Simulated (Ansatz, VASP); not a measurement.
## Two plane-wave programs on GaAs

```
Ga As
1.0
     0.00000    2.82953    2.82953
     2.82953    0.00000    2.82953
     2.82953    2.82953    0.00000
Ga As
1 1
Direct
  0.00000 0.00000 0.00000
  0.25000 0.25000 0.25000
```

Alike in both runs: functional PBEsol; k mesh 12 × 12 × 12; occupations gaussian, width 0.02 eV; no spin polarisation.

Ansatz relaxed the structure, and its values are those at the end. VASP's run is a single point on that final structure, the one shown.

```csv
,VASP,Ansatz
version,VASP 6.6.1,Ansatz 0.2.0
potentials or method,"VASP PAW PBE potentials, release 64 (Ga_d, As), cutoff 500 eV","scalar-relativistic, plane waves, PAW"
valence electrons in the cell,18,28
```

|  | VASP | Ansatz | Ansatz less VASP |
| --- | --- | --- | --- |
| gap on the k mesh at the Fermi level (eV) | 0.44 | 0.42 | -0.014 |
| least direct gap on the mesh (eV) | 0.44 | 0.42 | -0.014 |
| pressure (GPa) | 0.2 | 0.0 | -0.15 |

VASP's potentials were made for PBE, not for PBEsol. VASP's potentials hold 18 valence electrons a cell and Ansatz's 28, so a difference there can come from the potentials and not from the codes.
